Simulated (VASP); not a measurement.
MgO:

```
Mg O
1.0
     0.00000    2.10850    2.10850
     2.10850    0.00000    2.10850
     2.10850    2.10850    0.00000
Mg O
1 1
Cartesian
  0.0000 0.0000 0.0000
  2.1085 2.1085 2.1085
```

* Program: VASP 6.6.1
* Task: relaxation of cell and atoms
* Functional: LDA
* Potentials or basis: VASP PAW LDA potentials, release 64 (Mg_sv, O)
* Cutoff: 750 eV
* k mesh: 8 × 8 × 8
* Occupations: gaussian, width 0.01 eV
* Spin: no spin polarisation

At the start: pressure -6.6 GPa; volume 9.37 Å³/atom.

Where does the relaxation end?

Over 3 steps the energy falls by 7.8 meV/atom and the volume is 9.01 Å³/atom (-3.9 %); space group Fm-3m (No. 225, to 0.1 Å) before and after.

The path:
```tsv
step	energy change (eV)	largest force (eV/Å)	pressure (GPa)	volume (Å³)
1	0.0000	0.0000	-6.55	18.75
2	-0.0131	0.0000	2.92	17.73
3	-0.0156	0.0000	0.02	18.01
```

Final structure:
```
CELL_PARAMETERS angstrom
0.00000 2.08047 2.08047
2.08047 0.00000 2.08047
2.08047 2.08047 0.00000
ATOMIC_POSITIONS crystal
Mg 0.00000 0.00000 0.00000
O 0.50000 0.50000 0.50000
```
